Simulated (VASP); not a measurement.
# Au (Pm-3m) in VASP: single point with PBEsol

Aim: the single point of Au with PBEsol.

All numbers are computed with VASP 6.6.1; they aren't measurements. Logs are shortened: lines on timing, memory, paths and dates and some standing lists are left out, and cuts for length are marked.

### 1 The cell of the first run

Symmetry: Pm-3m, No. 221, cubic system. Conventional cell: a = 4.568 Å, b = 4.568 Å, c = 4.568 Å, α = 90.00°, β = 90.00°, γ = 90.00°.

This isn't the form of Au at room conditions, which is fcc.

### 2 Single point, PBEsol

INCAR reads:

```
PREC = Accurate
ENCUT = 520
EDIFF = 1E-7
ISMEAR = 1
SIGMA = 0.1
LREAL = F
LASPH = T
NELM = 60
ALGO = Normal
ISIF = 2
LWAVE = F
LCHARG = F
GGA = PS
NBANDS = 12
```

KPOINTS reads:

```
regular mesh
0
Gamma
  5 5 5
```

POSCAR reads:

```
Au
1.0
    4.5676770000      0.0000000000      0.0000000000
    0.0000000000      4.5676770000      0.0000000000
    0.0000000000      0.0000000000      4.5676770000
Au
1
Direct
    0.0000000000      0.0000000000      0.0000000000
```

Potentials or basis: VASP PAW PBE potentials, release 64 (Au).

The run is started by

```bash
> cat potpaw_PBE.64/Au/POTCAR > POTCAR
> mpirun -np 1 vasp_std > vasp.out
```

OUTCAR:

```text
PREC = Accurate
   ENCUT = 520
   EDIFF = 1E-7
   ISMEAR = 1
   LREAL = F
   LASPH = T
   NELM = 60
   ISIF = 2
   GGA = PS

 ion  position               nearest neighbor table
   1  0.000  0.000  0.000-

  LATTYP: Found a simple cubic cell.
 ALAT       =     4.5676770000

  Lattice vectors:

 A1 = (   4.5676770000,   0.0000000000,   0.0000000000)
 A2 = (   0.0000000000,   4.5676770000,   0.0000000000)
 A3 = (   0.0000000000,   0.0000000000,   4.5676770000)

Analysis of symmetry for initial positions (statically):
=====================================================================
 Subroutine PRICEL returns:
 Original cell was already a primitive cell.

 Routine SETGRP: Setting up the symmetry group for a
 simple cubic supercell.

 Subroutine GETGRP returns: Found 48 space group operations
 (whereof 48 operations were pure point group operations)
 out of a pool of 48 trial point group operations.

The static configuration has the point symmetry O_h .

Analysis of symmetry for dynamics (positions and initial velocities):
=====================================================================
 Subroutine PRICEL returns:
 Original cell was already a primitive cell.

 Routine SETGRP: Setting up the symmetry group for a
 simple cubic supercell.

 Subroutine GETGRP returns: Found 48 space group operations
 (whereof 48 operations were pure point group operations)
 out of a pool of 48 trial point group operations.

The dynamic configuration has the point symmetry O_h .

 Subroutine INISYM returns: Found 48 space group operations
 (whereof 48 operations are pure point group operations),
 and found     1 'primitive' translations

----------------------------------------------------------------------------------------

                                     Primitive cell

  volume of cell :      95.2985

  direct lattice vectors                    reciprocal lattice vectors
     4.567677000  0.000000000  0.000000000     0.218929666  0.000000000  0.000000000
     0.000000000  4.567677000  0.000000000     0.000000000  0.218929666  0.000000000
     0.000000000  0.000000000  4.567677000     0.000000000  0.000000000  0.218929666

  length of vectors
     4.567677000  4.567677000  4.567677000     0.218929666  0.218929666  0.218929666

  position of ions in fractional coordinates (direct lattice)
     0.000000000  0.000000000  0.000000000

  ion indices of the primitive-cell ions
   primitive index   ion index
                 1           1

----------------------------------------------------------------------------------------

 KPOINTS: regular mesh

Automatic generation of k-mesh.
 Grid dimensions read from file:
 generate k-points for:    5    5    5

 Generating k-lattice:

  Cartesian coordinates                     Fractional coordinates (reciprocal lattice)
     0.043785933  0.000000000  0.000000000     0.200000000  0.000000000  0.000000000
     0.000000000  0.043785933  0.000000000     0.000000000  0.200000000  0.000000000
     0.000000000  0.000000000  0.043785933     0.000000000  0.000000000  0.200000000

  Length of vectors
     0.043785933  0.043785933  0.043785933

  Shift w.r.t. Gamma in fractional coordinates (k-lattice)
     0.000000000  0.000000000  0.000000000

 Subroutine IBZKPT returns following result:
 ===========================================

 Found     10 irreducible k-points:

 Following reciprocal coordinates:
            Coordinates               Weight
  0.000000  0.000000  0.000000      1.000000
  0.200000  0.000000  0.000000      6.000000
  0.400000  0.000000  0.000000      6.000000
  0.200000  0.200000  0.000000     12.000000
  0.400000  0.200000  0.000000     24.000000
  0.400000  0.400000  0.000000     12.000000
  0.200000  0.200000  0.200000      8.000000
  0.400000  0.200000  0.200000     24.000000
  0.400000  0.400000  0.200000     24.000000
  0.400000  0.400000  0.400000      8.000000
   k-points           NKPTS =     10   k-points in BZ     NKDIM =     10   number of bands    NBANDS=     12
   number of dos      NEDOS =    301   number of ions     NIONS =      1
   total plane-waves  NPLWV =  46656
   dimension x,y,z NGX =    36 NGY =   36 NGZ =   36
   dimension x,y,z NGXF=    72 NGYF=   72 NGZF=   72
   ions per type =               1
   NGX,Y,Z   is equivalent  to a cutoff of  13.10, 13.10, 13.10 a.u.
   NGXF,Y,Z  is equivalent  to a cutoff of  26.21, 26.21, 26.21 a.u.
 SYSTEM =  unknown system
   PREC   = accura    normal or accurate (medium, high low for compatibility)
   ISTART =      0    job   : 0-new  1-cont  2-samecut
   ICHARG =      2    charge: 1-file 2-atom 10-const
   ISPIN  =      1    spin polarized calculation?
   LNONCOLLINEAR =      F non collinear calculations
   LSORBIT =      F    spin-orbit coupling
   LASPH  =      T    aspherical Exc in radial PAW
   ENCUT  =  520.0 eV  38.22 Ry    6.18 a.u.   8.49  8.49  8.49*2*pi/ulx,y,z
   NELM   =     60;   NELMIN=  2; NELMDL= -5     # of ELM steps
   EDIFF  = 0.1E-06   stopping-criterion for ELM
   LREAL  =      F    real-space projection
   EDIFFG = 0.1E-05   stopping-criterion for IOM
   NSW    =      0    number of steps for IOM
   IBRION =     -1    ionic relax: 0-MD 1-quasi-New 2-CG
   NFREE  =      0    steps in history (QN), initial steepest desc. (CG)
   ISIF   =      2    stress and relaxation
   ISYM   =      2    0-nonsym 1-usesym 2-fastsym
   POTIM  = 0.5000    time-step for ionic-motion
   TEBEG  =    0.0;   TEEND  =   0.0 temperature during run
   PSTRESS=    0.0 pullay stress
   NELECT =      11.0000    total number of electrons
   NUPDOWN=      -1.0000    fix difference up-down
   EMIN   =  10.00;   EMAX   =-10.00  energy-range for DOS
   EFERMI =   0.00;   METHOD = LEGACY
   ISMEAR =     1;   SIGMA  =   0.10  broadening in eV -4-tet -1-fermi 0-gaus
   EFERMI_NEDOS =   21; number of points for ismear=-14 and -15
   IALGO  =     38    algorithm
   IMIX   =      4    mixing-type and parameters
     AMIX     =   0.40;   BMIX     =  1.00
     AMIX_MAG =   1.60;   BMIX_MAG =  1.00
  volume/ion in A,a.u.               =      95.30       643.11
  Fermi-wavevector in a.u.,A,eV,Ry     =   0.797095  1.506292  8.644614  0.635361
  Thomas-Fermi vector in A             =   1.903746
   LORBIT       =      0    0 simple, 1 ext, 2 COOP (PROOUT), +10 PAW based schemes
   GGA     = PS    functional components
   LHFCALC =     F    Hartree Fock is set to
   AEXX    =    0.0000 exact exchange contribution
   IVDW    =     0    specifies the selected vdW correction
   LEPSILON=     F    determine dielectric tensor
   LRPA    =     F    only Hartree local field effects (RPA)
 non-spin polarized calculation
 Methfessel and Paxton  Order N= 1 SIGMA  =   0.10
  energy-cutoff  :      520.00
  volume of cell :       95.30
 maximum number of plane-waves:      2587
 NGX is ok and might be reduce to    36
   NGX = 17   NGY = 17   NGZ = 17

 number of electron      11.0000002 magnetization

 Free energy of the ion-electron system (eV)
  ---------------------------------------------------
  ext. energy  EPLUGINS =         0.00000000
  ---------------------------------------------------
  free energy    TOTEN  =        -0.41687150 eV

  energy without entropy =       -0.41610391  energy(sigma->0) =       -0.41661564

 E-fermi :  -3.4470     XC(G=0):  -4.7806

 val. band max:       -3.5723642084   @ k =   0.4000   0.2000   0.0000
 cond. band min:      -3.4076724837   @ k =   0.4000   0.2000   0.2000
 fundamental gap:      0.1646917247
 Fermi energy:        -3.4470053825

 k-point     1 :       0.0000    0.0000    0.0000
  band No.  band energies     occupation
      1      -4.7737      2.00000
      2      -4.7737      2.00000
      3      -4.5701      2.00000
      4      -4.5701      2.00000
      5      -4.5701      2.00000
      6      -4.4534      2.00000
      7       3.8932      0.00000
      8       3.8932      0.00000
      9       3.8932      0.00000
     10       4.5075      0.00000
     11       6.7454      0.00000
     12       6.7454      0.00000

 k-point     2 :       0.2000    0.0000    0.0000
  band No.  band energies     occupation
      1      -4.7691      2.00000
      2      -4.7351      2.00000
      3      -4.5901      2.00000
      4      -4.5901      2.00000
      5      -4.5684      2.00000
      6      -4.2364      2.00000
      7       1.9513      0.00000
      8       4.1295      0.00000
      9       4.1295      0.00000
     10       5.3781      0.00000
     11       6.9719      0.00000
     12       8.5576      0.00000

 k-point     3 :       0.4000    0.0000    0.0000
  band No.  band energies     occupation
      1      -4.7618      2.00000
      2      -4.6970      2.00000
      3      -4.6220      2.00000
      4      -4.6220      2.00000
      5      -4.5656      2.00000
      6      -3.7351      2.00036
      7       0.2835      0.00000
      8       4.6053      0.00000
      9       4.6053      0.00000
     10       6.1791      0.00000
     11       7.6664      0.00000
     12       7.8202      0.00000

 k-point     4 :       0.2000    0.2000    0.0000
  band No.  band energies     occupation
      1      -4.7508      2.00000
      2      -4.6905      2.00000
      3      -4.6150      2.00000
      4      -4.5889      2.00000
      5      -4.5873      2.00000
      6      -4.0408      2.00000
      7       2.0144      0.00000
      8       2.4467      0.00000
      9       4.3643      0.00000
     10       6.2435      0.00000
     11       7.4914      0.00000
     12       8.9694      0.00000

 k-point     5 :       0.4000    0.2000    0.0000
  band No.  band energies     occupation
      1      -4.7397      2.00000
      2      -4.6528      2.00000
      3      -4.6331      2.00000
      4      -4.6195      2.00000
      5      -4.5848      2.00000
      6      -3.5724      2.07067
      7       0.5402      0.00000
      8       2.7910      0.00000
      9       4.8350      0.00000
     10       5.9562      0.00000
     11       7.0969      0.00000
     12       8.5522      0.00000

 k-point     6 :       0.4000    0.4000    0.0000
  band No.  band energies     occupation
      1      -4.7252      2.00000
      2      -4.7000      2.00000
      3      -4.6157      2.00000
      4      -4.6150      2.00000
      5      -4.5350      2.00000
      6      -3.1724     -0.00072
      7       1.0578      0.00000
      8       1.1587      0.00000
      9       4.3723      0.00000
     10       5.2852      0.00000
     11       7.8699      0.00000
     12       9.0830      0.00000

 k-point     7 :       0.2000    0.2000    0.2000
  band No.  band energies     occupation
      1      -4.6869      2.00000
      2      -4.6869      2.00000
      3      -4.6161      2.00000
      4      -4.6098      2.00000
      5      -4.6098      2.00000
      6      -3.8531      2.00000
      7       2.1122      0.00000
      8       2.6923      0.00000
      9       2.6923      0.00000
     10       7.0970      0.00000
     11       8.1296      0.00000
     12       8.1296      0.00000

 k-point     8 :       0.4000    0.2000    0.2000
  band No.  band energies     occupation
      1      -4.6805      2.00000
      2      -4.6518      2.00000
      3      -4.6461      2.00000
      4      -4.6164      2.00000
      5      -4.6023      2.00000
      6      -3.4077      0.38793
      7       0.7944      0.00000
      8       2.8827      0.00000
      9       3.2174      0.00000
     10       5.9205      0.00000
     11       6.6481      0.00000
     12       8.4413      0.00000

 k-point     9 :       0.4000    0.4000    0.2000
  band No.  band energies     occupation
      1      -4.6952      2.00000
      2      -4.6485      2.00000
      3      -4.6429      2.00000
      4      -4.6415      2.00000
      5      -4.5331      2.00000
      6      -3.0153     -0.00000
      7       1.3053      0.00000
      8       1.4063      0.00000
      9       3.5715      0.00000
     10       4.6103      0.00000
     11       6.9407      0.00000
     12       7.2085      0.00000

 k-point    10 :       0.4000    0.4000    0.4000
  band No.  band energies     occupation
      1      -4.6891      2.00000
      2      -4.6863      2.00000
      3      -4.6863      2.00000
      4      -4.5303      2.00000
      5      -4.5303      2.00000
      6      -2.6499     -0.00000
      7       1.8048      0.00000
      8       1.9236      0.00000
      9       1.9236      0.00000
     10       5.0226      0.00000
     11       5.6595      0.00000
     12       5.6595      0.00000

------------------------ aborting loop because EDIFF is reached ----------------------------------------

  FORCE on cell =-STRESS in cart. coord.  units (eV):
  Direction    XX          YY          ZZ          XY          YZ          ZX
  --------------------------------------------------------------------------------------
  -------------------------------------------------------------------------------------
  Total       -0.8235890     -0.8235890     -0.8235890     -0.0000000      0.0000000     -0.0000000
  in kB      -13.8463392    -13.8463392    -13.8463392     -0.0000000      0.0000000     -0.0000000
  external PRESSURE =     -13.8463392 kB  Pullay stress =       0.0000000 kB

 VOLUME and BASIS-vectors are now :
 -----------------------------------------------------------------------------
  energy-cutoff  :      520.00
  volume of cell :       95.30
      direct lattice vectors                 reciprocal lattice vectors
     4.567677000  0.000000000  0.000000000     0.218929666  0.000000000  0.000000000
     0.000000000  4.567677000  0.000000000     0.000000000  0.218929666  0.000000000
     0.000000000  0.000000000  4.567677000     0.000000000  0.000000000  0.218929666

 POSITION                                       TOTAL-FORCE (eV/Angst)
 -----------------------------------------------------------------------------------
      0.00000      0.00000      0.00000         0.000000      0.000000      0.000000
 -----------------------------------------------------------------------------------
    total drift:                               -0.000000     -0.000000     -0.000000

  FREE ENERGIE OF THE ION-ELECTRON SYSTEM (eV)
  ---------------------------------------------------
  free  energy   TOTEN  =        -0.4168714998 eV

  energy  without entropy=       -0.4161039126  energy(sigma->0) =       -0.41661564
```

It took 20 s on 1 thread of AMD EPYC 7R13, shared host; peak memory 0.17 GiB.

What came out:

* Free energy: -0.4169 eV
* Pressure: -1.4 GPa
* Band gap on the k mesh: zero (an odd number of electrons rules out a gap without spin polarisation)

Caveat: the PAW data sets were made with another functional, which shifts forces and pressure a little; spin-orbit coupling is left out, which moves the levels of the heavy elements.

The gap in the log of VASP goes by the Fermi energy; the results here count the filled bands.